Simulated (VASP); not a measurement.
Write the native input for VASP 6.6.1 that does the following.

```yaml
Task: single point
Functional: PBE
Potentials_or_basis: VASP PAW PBE potentials, release 64 (Mg, Cd, Te)
Cutoff: 520 eV
k_mesh: 6 × 6 × 1
Occupations: gaussian, width 0.1 eV
Spin: no spin polarisation
Dipole_correction: no
Further_INCAR_settings: ALGO = Normal; EDIFF = 1e-06; NBANDS = 61
```

The structure of MgCd5Te6 lies in POSCAR:

```
MgCd5Te6
1.0
    4.6644568000      0.0000000000      0.0000000000
   -2.3322284000      4.0395381000      0.0000000000
    0.0000000000      0.0000000000     22.8906652000
Mg Cd Te
1 5 6
Direct
    0.0000000000      0.0000000000      0.1656250000
    0.6666667000      0.3333333000      0.0021450000
    0.6666667000      0.3333333000      0.3317750000
    0.6666667000      0.3333333000      0.6667660000
    0.0000000000      0.0000000000      0.4991900000
    0.0000000000      0.0000000000      0.8343430000
    0.6666667000      0.3333333000      0.1274540000
    0.6666667000      0.3333333000      0.4570520000
    0.6666667000      0.3333333000      0.7921630000
    0.0000000000      0.0000000000      0.2891950000
    0.0000000000      0.0000000000      0.6245640000
    0.0000000000      0.0000000000      0.9597270000
```

These files were run (other wordings do the same):

INCAR

```
  ALGO = Normal
  EDIFF = 1E-6
  ENCUT = 520
  GGA = PE
  ISIF = 2
  ISMEAR = 0
  LASPH = True
  LCHARG = True
  LELF = True
  LREAL = False
  LVHAR = True
  LWAVE = False
  NBANDS = 61
  NELM = 100
  PREC = Accurate
  SIGMA = 0.1
```

KPOINTS

```
k-points
0
Gamma
  6 6 1
```

Potentials or basis: VASP PAW PBE potentials, release 64 (Mg, Cd, Te).

Command:

```console
$ cat potpaw_PBE.64/Mg/POTCAR potpaw_PBE.64/Cd/POTCAR potpaw_PBE.64/Te/POTCAR > POTCAR
$ mpirun -np 1 vasp_std > vasp.out
```

Results of the run:

| Quantity | Value |
| --- | --- |
| Pressure | 0.1 GPa |
| Largest force | 0.021 eV/Å |
| Band gap on the k mesh | 0.79 eV |

Caveat: spin-orbit coupling is left out, which moves the levels of the heavy elements.

It took 2.1 min on 1 thread of Intel(R) Xeon(R) 6975P-C (Granite Rapids) (shared host), peak memory 0.6 GiB.
